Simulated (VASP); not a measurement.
# SiC (F-43m) in VASP: single point with HSE06

Aim: the single point of SiC with HSE06.

Everything below comes from runs of VASP 6.6.1. Logs are shortened: lines on timing, memory, paths and dates and some standing lists are left out, and cuts for length are marked.

## 1. The cell of the first run

Symmetry: F-43m, No. 216, cubic system. The conventional cell has a = 4.434 Å, b = 4.434 Å, c = 4.434 Å, α = 90.00°, β = 90.00°, γ = 90.00°. Si (site symmetry -43m) has 4 C at 1.92 Å within 2.5 Å. Within 2.5 Å of C (site symmetry -43m) lie 4 Si at 1.92 Å.

## 2. Single point, HSE06 (strain +1.8%)

Input file POSCAR:

```
SiC
1.0
    0.0000000000      2.2170394847      2.2170394847
    2.2170394847      0.0000000000      2.2170394847
    2.2170394847      2.2170394847      0.0000000000
Si C
1 1
Direct
    0.0000000000      0.0000000000      0.0000000000
    0.2500000000      0.2500000000      0.2500000000
```

Input file INCAR.step1:

```
  PREC = Accurate
  ENCUT = 520
  EDIFF = 1E-5
  ISMEAR = 0
  SIGMA = 0.01
  LREAL = False
  LASPH = True
  NELM = 80
  ALGO = Normal
  ISIF = 2
  LWAVE = True
  NBANDS = 11
  GGA = PE
```

Input file INCAR.step2:

```
  PREC = Accurate
  ENCUT = 520
  EDIFF = 1E-6
  ISMEAR = 0
  SIGMA = 0.01
  LREAL = False
  LASPH = True
  NELM = 80
  ALGO = Normal
  ISIF = 2
  LWAVE = False
  LCHARG = True
  GGA = PE
  LHFCALC = True
  HFSCREEN = 0.2079
  PRECFOCK = Normal
  LELF = True
  LVHAR = True
  NBANDS = 11
  ISTART = 1
```

Input file KPOINTS:

```
Automatic mesh
0
Gamma
  8 8 8
```

Potentials or basis: VASP PAW PBE potentials, release 64 (Si, C).

Started as:

```bash
$ cat potpaw_PBE.64/Si/POTCAR potpaw_PBE.64/C/POTCAR > POTCAR
$ cp INCAR.step1 INCAR
$ mpirun -np 1 vasp_std > vasp.out
$ cp INCAR.step2 INCAR
$ mpirun -np 1 vasp_std > vasp.out
```

OUTCAR:

```text
PREC = Accurate
   ENCUT = 520
   EDIFF = 1E-6
   ISMEAR = 0
   LREAL = False
   LASPH = True
   NELM = 80
   ISIF = 2
   GGA = PE
   LHFCALC = True
   HFSCREEN = 0.2079
   PRECFOCK = Normal
   ISTART = 1

 ion  position               nearest neighbor table
   1  0.000  0.000  0.000-   2 1.92   2 1.92   2 1.92   2 1.92
   2  0.250  0.250  0.250-   1 1.92   1 1.92   1 1.92   1 1.92

  LATTYP: Found a face centered cubic cell.
 ALAT       =     4.4340789694

  Lattice vectors:

 A1 = (   0.0000000000,   2.2170394847,   2.2170394847)
 A2 = (   2.2170394847,   0.0000000000,   2.2170394847)
 A3 = (   2.2170394847,   2.2170394847,   0.0000000000)

Analysis of symmetry for initial positions (statically):
=====================================================================
 Subroutine PRICEL returns:
 Original cell was already a primitive cell.

 Routine SETGRP: Setting up the symmetry group for a
 face centered cubic supercell.

 Subroutine GETGRP returns: Found 24 space group operations
 (whereof 24 operations were pure point group operations)
 out of a pool of 48 trial point group operations.

The static configuration has the point symmetry T_d .

Analysis of symmetry for dynamics (positions and initial velocities):
=====================================================================
 Subroutine PRICEL returns:
 Original cell was already a primitive cell.

 Routine SETGRP: Setting up the symmetry group for a
 face centered cubic supercell.

 Subroutine GETGRP returns: Found 24 space group operations
 (whereof 24 operations were pure point group operations)
 out of a pool of 48 trial point group operations.

The dynamic configuration has the point symmetry T_d .

 Subroutine INISYM returns: Found 24 space group operations
 (whereof 24 operations are pure point group operations),
 and found     1 'primitive' translations

----------------------------------------------------------------------------------------

                                     Primitive cell

  volume of cell :      21.7947

  direct lattice vectors                    reciprocal lattice vectors
     0.000000000  2.217039485  2.217039485    -0.225525979  0.225525979  0.225525979
     2.217039485  0.000000000  2.217039485     0.225525979 -0.225525979  0.225525979
     2.217039485  2.217039485  0.000000000     0.225525979  0.225525979 -0.225525979

  length of vectors
     3.135367308  3.135367308  3.135367308     0.390622454  0.390622454  0.390622454

  position of ions in fractional coordinates (direct lattice)
     0.000000000  0.000000000  0.000000000
     0.250000000  0.250000000  0.250000000

  ion indices of the primitive-cell ions
   primitive index   ion index
                 1           1
                 2           2

----------------------------------------------------------------------------------------

 KPOINTS: Automatic mesh

Automatic generation of k-mesh.
 Grid dimensions read from file:
 generate k-points for:    8    8    8

 Generating k-lattice:

  Cartesian coordinates                     Fractional coordinates (reciprocal lattice)
    -0.028190747  0.028190747  0.028190747     0.125000000  0.000000000  0.000000000
     0.028190747 -0.028190747  0.028190747     0.000000000  0.125000000  0.000000000
     0.028190747  0.028190747 -0.028190747     0.000000000  0.000000000  0.125000000

  Length of vectors
     0.048827807  0.048827807  0.048827807

  Shift w.r.t. Gamma in fractional coordinates (k-lattice)
     0.000000000  0.000000000  0.000000000

 Subroutine IBZKPT returns following result:
 ===========================================

 Found     29 irreducible k-points:

 Following reciprocal coordinates:
            Coordinates               Weight
  0.000000  0.000000  0.000000      1.000000
  0.125000  0.000000  0.000000      8.000000
  0.250000  0.000000  0.000000      8.000000
  0.375000  0.000000  0.000000      8.000000
  0.500000  0.000000  0.000000      4.000000
  0.125000  0.125000  0.000000      6.000000
[... 16 lines left out ...]
  0.500000  0.250000  0.125000     48.000000
 -0.375000  0.250000  0.125000     24.000000
 [... further k-points ...]
   k-points           NKPTS =     29   k-points in BZ     NKDIM =    512   number of bands    NBANDS=     11
   number of dos      NEDOS =    301   number of ions     NIONS =      2
   total plane-waves  NPLWV =  13824
   dimension x,y,z NGX =    24 NGY =   24 NGZ =   24
   dimension x,y,z NGXF=    48 NGYF=   48 NGZF=   48
   ions per type =               1   1
   NGX,Y,Z   is equivalent  to a cutoff of  12.73, 12.73, 12.73 a.u.
   NGXF,Y,Z  is equivalent  to a cutoff of  25.45, 25.45, 25.45 a.u.
 SYSTEM =  unknown system
   PREC   = accura    normal or accurate (medium, high low for compatibility)
   ISTART =      1    job   : 0-new  1-cont  2-samecut
   ICHARG =      0    charge: 1-file 2-atom 10-const
   ISPIN  =      1    spin polarized calculation?
   LNONCOLLINEAR =      F non collinear calculations
   LSORBIT =      F    spin-orbit coupling
   LASPH  =      T    aspherical Exc in radial PAW
   ENCUT  =  520.0 eV  38.22 Ry    6.18 a.u.   5.83  5.83  5.83*2*pi/ulx,y,z
   NELM   =     80;   NELMIN=  2; NELMDL=  0     # of ELM steps
   EDIFF  = 0.1E-05   stopping-criterion for ELM
   LREAL  =      F    real-space projection
   EDIFFG = 0.1E-04   stopping-criterion for IOM
   NSW    =      0    number of steps for IOM
   IBRION =     -1    ionic relax: 0-MD 1-quasi-New 2-CG
   NFREE  =      0    steps in history (QN), initial steepest desc. (CG)
   ISIF   =      2    stress and relaxation
   ISYM   =      3    0-nonsym 1-usesym 2-fastsym
   POTIM  = 0.5000    time-step for ionic-motion
   TEBEG  =    0.0;   TEEND  =   0.0 temperature during run
   PSTRESS=    0.0 pullay stress
   NELECT =       8.0000    total number of electrons
   NUPDOWN=      -1.0000    fix difference up-down
   EMIN   =  10.00;   EMAX   =-10.00  energy-range for DOS
   EFERMI =   0.00;   METHOD = LEGACY
   ISMEAR =     0;   SIGMA  =   0.01  broadening in eV -4-tet -1-fermi 0-gaus
   EFERMI_NEDOS =   21; number of points for ismear=-14 and -15
   IALGO  =     38    algorithm
   IMIX   =      1    mixing-type and parameters
     AMIX     =   0.40;   BMIX     =  1.00
     AMIX_MAG =   1.60;   BMIX_MAG =  1.00
  volume/ion in A,a.u.               =      10.90        73.54
  Fermi-wavevector in a.u.,A,eV,Ry     =   1.172163  2.215067 18.693949  1.373966
  Thomas-Fermi vector in A             =   2.308596
   LORBIT       =      0    0 simple, 1 ext, 2 COOP (PROOUT), +10 PAW based schemes
   GGA     = PE    functional components
   LHFCALC =     T    Hartree Fock is set to
   PRECFOCK=normal    Normal, Fast or Accurate (Low or Medium for compatibility)
   ENCUT4O =  -1.0   cutoff for four orbital integrals eV
   NKREDX  =     1    reduce k-point grid by
   NKREDY  =     1    reduce k-point grid by
   NKREDZ  =     1    reduce k-point grid by
   AEXX    =    0.2500 exact exchange contribution
   HFSCREEN=    0.2079 screening length (either q_TF or 0.3 A-1)
   HFSCREENC=   0.2079 screening length for correlation (either q_TF or 0.3 A-1)
   ENCUTFOCK=  -1.0 apply spherical cutoff to Coloumb kernel
   IVDW    =     0    specifies the selected vdW correction
   LEPSILON=     F    determine dielectric tensor
   LRPA    =     F    only Hartree local field effects (RPA)
 non-spin polarized calculation
 Gauss-broadening in eV      SIGMA  =   0.01
  energy-cutoff  :      520.00
  volume of cell :       21.79
 maximum number of plane-waves:       604
  NGX = 18; NGY = 18; NGZ = 18

 number of electron       8.0000001 magnetization

 Free energy of the ion-electron system (eV)
  ---------------------------------------------------
  ext. energy  EPLUGINS =         0.00000000
  ---------------------------------------------------
  free energy    TOTEN  =       -17.37310750 eV

  energy without entropy =      -17.37310750  energy(sigma->0) =      -17.37310750

 E-fermi :   7.0389     XC(G=0):  -9.1844

 val. band max:        6.9363454571   @ k =   0.0000   0.0000   0.0000
 cond. band min:       9.1970099550   @ k =   0.5000   0.5000   0.0000
 fundamental gap:      2.2606644980
 Fermi energy:         7.0389051167

 k-point     1 :       0.0000    0.0000    0.0000
  band No.  band energies     occupation
      1      -9.6283      2.00000
      2       6.9363      2.00000
      3       6.9363      2.00000
      4       6.9363      2.00000
      5      13.8178      0.00000
      6      15.1386      0.00000
      7      15.1386      0.00000
      8      15.1386      0.00000
      9      22.6816      0.00000
     10      22.6816      0.00000
     11      24.0758      0.00000

 k-point     2 :       0.1250    0.0000    0.0000
  band No.  band energies     occupation
      1      -9.3106      2.00000
      2       5.3427      2.00000
      3       6.7205      2.00000
      4       6.7205      2.00000
      5      14.1425      0.00000
      6      15.5143      0.00000
      7      15.5143      0.00000
      8      15.6480      0.00000
      9      21.4232      0.00000
     10      21.4232      0.00000
     11      23.9975      0.00000

 k-point     3 :       0.2500    0.0000    0.0000
  band No.  band energies     occupation
      1      -8.3834      2.00000
      2       2.3292      2.00000
      3       6.2812      2.00000
      4       6.2812      2.00000
      5      13.6579      0.00000
      6      15.8230      0.00000
      7      15.8230      0.00000
      8      17.3204      0.00000
      9      21.2321      0.00000
     10      21.2321      0.00000
     11      23.0371      0.00000
[... 267 lines left out ...]
 k-point    23 :       0.5000    0.2500    0.1250
  band No.  band energies     occupation
      1      -6.2408      2.00000
      2      -0.0593      2.00000
      3       3.1183      2.00000
      4       4.9060      2.00000
      5      13.2327      0.00000
      6      15.4276      0.00000
      7      17.1418      0.00000
      8      18.4742      0.00000
      9      21.5149      0.00000
     10      24.6217      0.00000
     11      27.3081      0.00000

 k-point    24 :      -0.3750    0.2500    0.1250
  band No.  band energies     occupation
      1      -5.3050      2.00000
      2      -1.3921      2.00000
      3       2.9820      2.00000
      4       4.5619      2.00000
      5      13.1844      0.00000
      6      15.0928      0.00000
      7      18.1680      0.00000
      8      19.0713      0.00000
      9      21.4596      0.00000
     10      24.3942      0.00000
     11      27.2832      0.00000

 [... further k-points ...]

------------------------ aborting loop because EDIFF is reached ----------------------------------------

  FORCE on cell =-STRESS in cart. coord.  units (eV):
  Direction    XX          YY          ZZ          XY          YZ          ZX
  --------------------------------------------------------------------------------------
  -------------------------------------------------------------------------------------
  Total       -1.6883386     -1.6883386     -1.6883386      0.0000000     -0.0000000      0.0000000
  in kB     -124.1137408   -124.1137408   -124.1137408      0.0000000     -0.0000000      0.0000000
  external PRESSURE =    -124.1137408 kB  Pullay stress =       0.0000000 kB

 VOLUME and BASIS-vectors are now :
 -----------------------------------------------------------------------------
  energy-cutoff  :      520.00
  volume of cell :       21.79
      direct lattice vectors                 reciprocal lattice vectors
     0.000000000  2.217039485  2.217039485    -0.225525979  0.225525979  0.225525979
     2.217039485  0.000000000  2.217039485     0.225525979 -0.225525979  0.225525979
     2.217039485  2.217039485  0.000000000     0.225525979  0.225525979 -0.225525979

 POSITION                                       TOTAL-FORCE (eV/Angst)
 -----------------------------------------------------------------------------------
      0.00000      0.00000      0.00000         0.000000      0.000000      0.000000
      1.10852      1.10852      1.10852        -0.000000     -0.000000     -0.000000
 -----------------------------------------------------------------------------------
    total drift:                                0.000000      0.000000      0.000000

  FREE ENERGIE OF THE ION-ELECTRON SYSTEM (eV)
  ---------------------------------------------------
  free  energy   TOTEN  =       -17.3731074990 eV

  energy  without entropy=      -17.3731074990  energy(sigma->0) =      -17.37310750
```

Wall time 36 min (1 thread of Intel Xeon 8259CL, shared host); peak memory 0.26 GiB.

What came out:

```yaml
Free_energy: -17.3731 eV
Pressure: -12.4 GPa
Band_gap_on_the_k_mesh: 2.26 eV (least direct gap 5.65 eV)
```

Caveat: the cell differs from its parent crystal (strain +1.8%); the cell stands under tension; the PAW data sets were made with another functional, which shifts forces and pressure a little. A k mesh can miss the band edges.
